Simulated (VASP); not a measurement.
# Ni (Fm-3m) in VASP: notebook

Runs on Ni. Level: PBE. Tasks: single point.

Everything below comes from runs of VASP 6.6.1. Logs are shortened: lines on timing, memory, paths and dates and some standing lists are left out, and cuts for length are marked.

### Step 1. The cell of the first run

The structure is cubic, space group Fm-3m (No. 225). The conventional cell has a = 3.524 Å, b = 3.524 Å, c = 3.524 Å, α = 90.00°, β = 90.00°, γ = 90.00°. Ni (site symmetry m-3m) has 12 Ni at 2.49 Å within 3.3 Å.

### Step 2. Single point, PBE, collinear spin, ferromagnetic start

File INCAR:

```
  PREC = Accurate
  ENCUT = 520
  EDIFF = 1E-6
  ISMEAR = -1
  SIGMA = 0.15
  LREAL = False
  LASPH = True
  NELM = 150
  ALGO = Normal
  ISIF = 2
  LWAVE = False
  LCHARG = True
  ISPIN = 2
  MAGMOM = 1.5
  LORBIT = 11
  LMAXMIX = 4
  GGA = PE
  LELF = True
  LVHAR = True
  NBANDS = 15
```

File KPOINTS:

```
regular mesh
0
Gamma
  4 4 4
```

File POSCAR:

```
Ni
1.0
    2.4917520000      0.0000000000      0.0000000000
    1.2458760000      2.1579205319      0.0000000000
    1.2458760000      0.7193068440      2.0345069885
Ni
1
Direct
    0.0000000000      0.0000000000      0.0000000000
```

Potentials or basis: VASP PAW PBE potentials, release 64 (Ni).

Run with:

```console
$ cat potpaw_PBE.64/Ni/POTCAR > POTCAR
$ mpirun -np 1 vasp_std > vasp.out
```

OUTCAR:

```text
PREC = Accurate
   ENCUT = 520
   EDIFF = 1E-6
   ISMEAR = -1
   LREAL = False
   LASPH = True
   NELM = 150
   ISIF = 2
   ISPIN = 2
   LORBIT = 11
   GGA = PE

 ion  position               nearest neighbor table
   1  0.000  0.000  0.000-

  LATTYP: Found a face centered cubic cell.
 ALAT       =     3.5238694724

  Lattice vectors:

 A1 = (   2.4917520000,   0.0000000000,   0.0000000000)
 A2 = (   1.2458760000,   2.1579205319,   0.0000000000)
 A3 = (   1.2458760000,   0.7193068440,   2.0345069885)

Analysis of symmetry for initial positions (statically):
=====================================================================
 Subroutine PRICEL returns:
 Original cell was already a primitive cell.

 Routine SETGRP: Setting up the symmetry group for a
 face centered cubic supercell.

 Subroutine GETGRP returns: Found 48 space group operations
 (whereof 48 operations were pure point group operations)
 out of a pool of 48 trial point group operations.

The static configuration has the point symmetry O_h .

Analysis of symmetry for dynamics (positions and initial velocities):
=====================================================================
 Subroutine PRICEL returns:
 Original cell was already a primitive cell.

 Routine SETGRP: Setting up the symmetry group for a
 face centered cubic supercell.

 Subroutine GETGRP returns: Found 48 space group operations
 (whereof 48 operations were pure point group operations)
 out of a pool of 48 trial point group operations.

The dynamic configuration has the point symmetry O_h .

Analysis of structural, dynamic, and magnetic symmetry:
=====================================================================
 Subroutine PRICEL returns:
 Original cell was already a primitive cell.

 Routine SETGRP: Setting up the symmetry group for a
 face centered cubic supercell.

 Subroutine GETGRP returns: Found 48 space group operations
 (whereof 48 operations were pure point group operations)
 out of a pool of 48 trial point group operations.

The overall configuration has the point symmetry O_h .

 Subroutine INISYM returns: Found 48 space group operations
 (whereof 48 operations are pure point group operations),
 and found     1 'primitive' translations

----------------------------------------------------------------------------------------

                                     Primitive cell

  volume of cell :      10.9395

  direct lattice vectors                    reciprocal lattice vectors
     2.491752000  0.000000000  0.000000000     0.401324048 -0.231704547 -0.163839857
     1.245876000  2.157920532  0.000000000     0.000000000  0.463409095 -0.163839857
     1.245876000  0.719306844  2.034506989     0.000000000  0.000000000  0.491519570

  length of vectors
     2.491752000  2.491752000  2.491752000     0.491519570  0.491519570  0.491519570

  position of ions in fractional coordinates (direct lattice)
     0.000000000  0.000000000  0.000000000

  ion indices of the primitive-cell ions
   primitive index   ion index
                 1           1

----------------------------------------------------------------------------------------

 KPOINTS: regular mesh

Automatic generation of k-mesh.
 Grid dimensions read from file:
 generate k-points for:    4    4    4

 Generating k-lattice:

  Cartesian coordinates                     Fractional coordinates (reciprocal lattice)
     0.100331012 -0.057926137 -0.040959964     0.250000000  0.000000000  0.000000000
     0.000000000  0.115852274 -0.040959964     0.000000000  0.250000000  0.000000000
     0.000000000  0.000000000  0.122879892     0.000000000  0.000000000  0.250000000

  Length of vectors
     0.122879892  0.122879892  0.122879892

  Shift w.r.t. Gamma in fractional coordinates (k-lattice)
     0.000000000  0.000000000  0.000000000

 Subroutine IBZKPT returns following result:
 ===========================================

 Found      8 irreducible k-points:

 Following reciprocal coordinates:
            Coordinates               Weight
  0.000000  0.000000  0.000000      1.000000
  0.250000  0.000000 -0.000000      8.000000
  0.500000  0.000000 -0.000000      4.000000
  0.250000  0.250000 -0.000000      6.000000
  0.500000  0.250000 -0.000000     24.000000
 -0.250000  0.250000  0.000000     12.000000
  0.500000  0.500000 -0.000000      3.000000
 -0.250000  0.500000  0.250000      6.000000
   k-points           NKPTS =      8   k-points in BZ     NKDIM =      8   number of bands    NBANDS=     15
   number of dos      NEDOS =    301   number of ions     NIONS =      1
   total plane-waves  NPLWV =   8000
   dimension x,y,z NGX =    20 NGY =   20 NGZ =   20
   dimension x,y,z NGXF=    40 NGYF=   40 NGZF=   40
   ions per type =               1
   NGX,Y,Z   is equivalent  to a cutoff of  13.34, 13.34, 13.34 a.u.
   NGXF,Y,Z  is equivalent  to a cutoff of  26.69, 26.69, 26.69 a.u.
 SYSTEM =  unknown system
   PREC   = accura    normal or accurate (medium, high low for compatibility)
   ISTART =      0    job   : 0-new  1-cont  2-samecut
   ICHARG =      2    charge: 1-file 2-atom 10-const
   ISPIN  =      2    spin polarized calculation?
   LNONCOLLINEAR =      F non collinear calculations
   LSORBIT =      F    spin-orbit coupling
   LASPH  =      T    aspherical Exc in radial PAW
   ENCUT  =  520.0 eV  38.22 Ry    6.18 a.u.   4.63  4.63  4.63*2*pi/ulx,y,z
   NELM   =    150;   NELMIN=  2; NELMDL= -5     # of ELM steps
   EDIFF  = 0.1E-05   stopping-criterion for ELM
   LREAL  =      F    real-space projection
   EDIFFG = 0.1E-04   stopping-criterion for IOM
   NSW    =      0    number of steps for IOM
   IBRION =     -1    ionic relax: 0-MD 1-quasi-New 2-CG
   NFREE  =      0    steps in history (QN), initial steepest desc. (CG)
   ISIF   =      2    stress and relaxation
   ISYM   =      2    0-nonsym 1-usesym 2-fastsym
   POTIM  = 0.5000    time-step for ionic-motion
   TEBEG  =    0.0;   TEEND  =   0.0 temperature during run
   PSTRESS=    0.0 pullay stress
   NELECT =      10.0000    total number of electrons
   NUPDOWN=      -1.0000    fix difference up-down
   EMIN   =  10.00;   EMAX   =-10.00  energy-range for DOS
   EFERMI =   0.00;   METHOD = LEGACY
   ISMEAR =    -1;   SIGMA  =   0.15  broadening in eV -4-tet -1-fermi 0-gaus
   EFERMI_NEDOS =   21; number of points for ismear=-14 and -15
   IALGO  =     38    algorithm
   IMIX   =      4    mixing-type and parameters
     AMIX     =   0.40;   BMIX     =  1.00
     AMIX_MAG =   1.60;   BMIX_MAG =  1.00
  volume/ion in A,a.u.               =      10.94        73.82
  Fermi-wavevector in a.u.,A,eV,Ry     =   1.588821  3.002437 34.345903  2.524353
  Thomas-Fermi vector in A             =   2.687766
   LORBIT       =     11    0 simple, 1 ext, 2 COOP (PROOUT), +10 PAW based schemes
   GGA     = PE    functional components
   LHFCALC =     F    Hartree Fock is set to
   AEXX    =    0.0000 exact exchange contribution
   IVDW    =     0    specifies the selected vdW correction
   LEPSILON=     F    determine dielectric tensor
   LRPA    =     F    only Hartree local field effects (RPA)
 spin polarized calculation
  energy-cutoff  :      520.00
  volume of cell :       10.94
 maximum number of plane-waves:       303
 NGX is ok and might be reduce to    20
   NGX =  9   NGY =  9   NGZ =  9

 number of electron      10.0000010 magnetization       0.5233818

 Free energy of the ion-electron system (eV)
  ---------------------------------------------------
  ext. energy  EPLUGINS =         0.00000000
  ---------------------------------------------------
  free energy    TOTEN  =        -5.59047577 eV

  energy without entropy =       -5.49335287  energy(sigma->0) =       -5.54191432

 E-fermi :   9.2950     XC(G=0): -13.2254

 val. band max:        9.0204008591   @ k =   0.5000   0.0000  -0.0000
 cond. band min:       9.3105745013   @ k =   0.5000   0.5000  -0.0000
 fundamental gap:      0.2901736422
 Fermi energy:         9.2949921884

 spin component 1

 k-point     1 :       0.0000    0.0000    0.0000
  band No.  band energies     occupation
      1       0.3326      1.00000
      2       6.9282      1.00000
      3       6.9282      1.00000
      4       6.9282      1.00000
      5       8.0556      0.99974
      6       8.0556      0.99974
      7      32.9768      0.00000
      8      36.7964      0.00000
      9      36.7964      0.00000
     10      36.7964      0.00000
     11      39.7315      0.00000
     12      39.7315      0.00000
     13      39.7315      0.00000
     14      42.6902      0.00000
     15      48.9483      0.00000

 k-point     2 :       0.2500    0.0000   -0.0000
  band No.  band energies     occupation
      1       2.5572      1.00000
      2       6.6068      1.00000
      3       7.1443      1.00000
      4       7.1443      1.00000
      5       8.1315      0.99957
      6       8.1315      0.99957
      7      23.6808      0.00000
      8      33.0638      0.00000
      9      34.6384      0.00000
     10      34.6384      0.00000
     11      40.2343      0.00000
     12      40.2343      0.00000
     13      41.2499      0.00000
     14      46.7220      0.00000
     15      46.7220      0.00000
[... 76 lines left out ...]
      2       5.1748      1.00000
      3       8.7577      0.97293
      4       8.8764      0.94215
      5       8.8764      0.94215
      6      11.7502      0.00000
      7      18.4767      0.00000
      8      24.0807      0.00000
      9      24.0807      0.00000
     10      28.9742      0.00000
     11      32.4494      0.00000
     12      53.6657      0.00000
     13      55.2275      0.00000
     14      58.2562      0.00000
     15      60.6357      0.00000

 k-point     8 :      -0.2500    0.5000    0.2500
  band No.  band energies     occupation
      1       5.5710      1.00000
      2       6.2902      1.00000
      3       6.2902      1.00000
      4       7.9906      0.99983
      5       8.8775      0.94177
      6      17.0163      0.00000
      7      17.0163      0.00000
      8      19.2318      0.00000
      9      20.3548      0.00000
     10      39.7207      0.00000
     11      39.7207      0.00000
     12      41.7242      0.00000
     13      46.6132      0.00000
     14      55.7533      0.00000
     15      58.9351      0.00000
 Fermi energy:         9.2949921884

 spin component 2

 k-point     1 :       0.0000    0.0000    0.0000
  band No.  band energies     occupation
      1       0.2810      1.00000
      2       7.5489      0.99999
      3       7.5489      0.99999
      4       7.5489      0.99999
      5       8.5843      0.99132
      6       8.5843      0.99132
      7      32.8171      0.00000
      8      36.7698      0.00000
      9      36.7698      0.00000
     10      36.7698      0.00000
     11      39.7870      0.00000
     12      39.7870      0.00000
     13      39.7870      0.00000
     14      42.5603      0.00000
     15      49.0920      0.00000

 k-point     2 :       0.2500    0.0000   -0.0000
  band No.  band energies     occupation
      1       2.5313      1.00000
      2       7.1373      1.00000
      3       7.7299      0.99997
      4       7.7299      0.99997
      5       8.7040      0.98092
      6       8.7040      0.98092
      7      23.7792      0.00000
      8      32.9356      0.00000
      9      34.6937      0.00000
     10      34.6937      0.00000
     11      40.2261      0.00000
     12      40.2261      0.00000
     13      41.2100      0.00000
     14      46.7964      0.00000
     15      46.7964      0.00000
[... 77 lines left out ...]
      3       9.3106      0.47405
      4       9.5917      0.12151
      5       9.5917      0.12151
      6      11.6920      0.00000
      7      18.6814      0.00000
      8      24.0666      0.00000
      9      24.0666      0.00000
     10      29.0904      0.00000
     11      32.5538      0.00000
     12      53.6186      0.00000
     13      56.5575      0.00000
     14      58.1832      0.00000
     15      60.5254      0.00000

 k-point     8 :      -0.2500    0.5000    0.2500
  band No.  band energies     occupation
      1       5.9126      1.00000
      2       6.7886      1.00000
      3       6.7886      1.00000
      4       8.4957      0.99517
      5       9.5929      0.12070
      6      17.1448      0.00000
      7      17.1448      0.00000
      8      19.3584      0.00000
      9      20.4620      0.00000
     10      39.6862      0.00000
     11      39.6862      0.00000
     12      41.7838      0.00000
     13      46.7539      0.00000
     14      57.0288      0.00000
     15      58.8752      0.00000

------------------------ aborting loop because EDIFF is reached ----------------------------------------

  FORCE on cell =-STRESS in cart. coord.  units (eV):
  Direction    XX          YY          ZZ          XY          YZ          ZX
  --------------------------------------------------------------------------------------
  -------------------------------------------------------------------------------------
  Total       -0.2559166     -0.2559166     -0.2559166     -0.0000000     -0.0000000     -0.0000000
  in kB      -37.4808573    -37.4808573    -37.4808573     -0.0000000     -0.0000000     -0.0000000
  external PRESSURE =     -37.4808573 kB  Pullay stress =       0.0000000 kB

 VOLUME and BASIS-vectors are now :
 -----------------------------------------------------------------------------
  energy-cutoff  :      520.00
  volume of cell :       10.94
      direct lattice vectors                 reciprocal lattice vectors
     2.491752000  0.000000000  0.000000000     0.401324048 -0.231704547 -0.163839857
     1.245876000  2.157920532  0.000000000     0.000000000  0.463409095 -0.163839857
     1.245876000  0.719306844  2.034506989     0.000000000  0.000000000  0.491519570

 POSITION                                       TOTAL-FORCE (eV/Angst)
 -----------------------------------------------------------------------------------
      0.00000      0.00000      0.00000         0.000000      0.000000      0.000000
 -----------------------------------------------------------------------------------
    total drift:                                0.000000      0.000000     -0.000000

  FREE ENERGIE OF THE ION-ELECTRON SYSTEM (eV)
  ---------------------------------------------------
  free  energy   TOTEN  =        -5.5904757691 eV

  energy  without entropy=       -5.4933528722  energy(sigma->0) =       -5.54191432

 total charge

# of ion       s       p       d       tot
------------------------------------------
    1        0.486   0.496   8.315   9.297

 magnetization (x)

# of ion       s       p       d       tot
------------------------------------------
    1       -0.011  -0.024   0.572   0.537
```

Wall time 7.2 s (1 thread of Intel Xeon Platinum 8488C (Sapphire Rapids), shared host); peak memory 0.13 GiB.

What came out:

```
Free energy                                           : -5.5905 eV
Pressure                                              : -3.7 GPa
Net moment                                            : 0.52 μB per cell
Site moments                                          : Ni +0.54 μB
Valence electrons inside the program's atomic spheres : Ni 9.30
```

Levels at points of the mesh, in eV from the Fermi level:
Spin up:
```
           k point  band 1  band 2  band 3  band 4  band 5  band 6  band 7  band 8  band 9  band 10
(0.00, 0.00, 0.00)   -8.96   -2.37   -2.37   -2.37   -1.24   -1.24   23.68   27.50   27.50    27.50
(0.50, 0.00, 0.00)   -4.77   -2.37   -2.37   -0.57   -0.57   -0.27    5.66   22.17   24.60    24.60
(0.50, 0.50, 0.00)   -4.60   -4.12   -0.54   -0.42   -0.42    2.46    9.18   14.79   14.79    19.68
```
Spin down:
```tsv
k point	band 1	band 2	band 3	band 4	band 5	band 6	band 7	band 8	band 9
(0.00, 0.00, 0.00)	-9.01	-1.75	-1.75	-1.75	-0.71	-0.71	23.52	27.47	27.47
(0.50, 0.00, 0.00)	-4.42	-1.84	-1.84	-0.35	0.08	0.08	6.00	22.03	24.65
(0.50, 0.50, 0.00)	-4.30	-3.62	0.02	0.30	0.30	2.40	9.39	14.77	14.77
```

Caveat: the k points lie up to 0.77 Å⁻¹ apart.

### Step 3. Single point, PBE, collinear spin, ferromagnetic start

File INCAR:

```
PREC     = Accurate       # precision mode
ENCUT    = 520            # plane-wave cutoff, eV
EDIFF    = 1E-6           # SCF threshold, eV
ISMEAR   = -1             # smearing method
SIGMA    = 0.15           # smearing width, eV
LREAL    = False          # projectors in reciprocal space
LASPH    = True           # aspherical terms in the spheres
NELM     = 150            # most SCF steps
ALGO     = Normal         # electronic algorithm
ISIF     = 2              # what is computed and relaxed
LWAVE    = False          # write WAVECAR
LCHARG   = True           # write CHGCAR
ISPIN    = 2              # spin polarisation
MAGMOM   = 1.5            # initial moments
LORBIT   = 11             # projections on sites
LMAXMIX  = 4              # l up to which the mixer works
GGA      = PE             # functional
LELF     = True           # ELF
LVHAR    = True         
NBANDS   = 15             # bands
```

File KPOINTS:

```
Automatic mesh
0
Gamma
  6 6 6
```

POSCAR is that of step 2.

Potentials or basis: VASP PAW PBE potentials, release 64 (Ni).

Run with:

```console
$ cat potpaw_PBE.64/Ni/POTCAR > POTCAR
$ mpirun -np 1 vasp_std > vasp.out
```

It took 8.5 s on 1 thread of Intel Xeon Platinum 8488C (Sapphire Rapids), shared host; peak memory 0.13 GiB.

The run converged. Its results:

```
Free energy                                           : -5.5524 eV
Pressure                                              : -0.8 GPa
Net moment                                            : 0.58 μB per cell
Site moments                                          : Ni +0.59 μB
Valence electrons inside the program's atomic spheres : Ni 9.30
```

Levels at points of the mesh, in eV from the Fermi level:
Spin up:
| k point | band 3 | band 4 | band 5 | band 6 | band 7 | band 8 |
| --- | --- | --- | --- | --- | --- | --- |
| (0.00, 0.00, 0.00) | -2.31 | -2.31 | -1.19 | -1.19 | 23.77 | 27.58 |
| (0.50, 0.00, 0.00) | -2.31 | -0.51 | -0.51 | -0.19 | 5.73 | 22.27 |
| (0.50, 0.50, 0.00) | -0.48 | -0.36 | -0.36 | 2.54 | 9.25 | 14.87 |
Spin down:
```
           k point  band 3  band 4  band 5  band 6  band 7  band 8
(0.00, 0.00, 0.00)   -1.63   -1.63   -0.59   -0.59   23.61   27.57
(0.50, 0.00, 0.00)   -1.72   -0.26    0.20    0.20    6.10   22.11
(0.50, 0.50, 0.00)    0.13    0.42    0.42    2.49    9.49   14.87
```

Caveat: the k points lie up to 0.51 Å⁻¹ apart.
